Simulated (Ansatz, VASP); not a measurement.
Cr: VASP beside Ansatz

```
Cr
1.0
    -1.42485    1.42485    1.42485
     1.42485   -1.42485    1.42485
     1.42485    1.42485   -1.42485
Cr
1
Direct
  0.00000 0.00000 0.00000
```

Alike in both runs: task relaxation of cell and atoms; functional PBE; k mesh 20 × 20 × 20; occupations gaussian, width 0.1 eV; no spin polarisation.

|  | VASP | Ansatz |
| --- | --- | --- |
| version | VASP 6.6.1 | Ansatz 0.2.0 |
| potentials or method | VASP PAW PBE potentials, release 64 (Cr_pv), cutoff 600 eV | scalar-relativistic, plane waves, PAW |
| valence electrons in the cell | 12 | 14 |

Ansatz gave:

```
gap on the k mesh at the Fermi level, each at its own relaxed structure (eV) : none
relaxed volume (Å³/atom)                                                     : 11.55
relaxed cell length with the largest relative difference (Å)                 : 2.466
```

Q: What did VASP give for the same quantities?

A: gap on the k mesh at the Fermi level, each at its own relaxed structure (eV): none; relaxed volume (Å³/atom): 11.52; relaxed cell length with the largest relative difference (Å): 2.465.

A gap of «none» marks a metal or a gap that the smearing closes. VASP's potentials hold 12 valence electrons a cell and Ansatz's 14, so a difference there can come from the potentials and not from the codes.
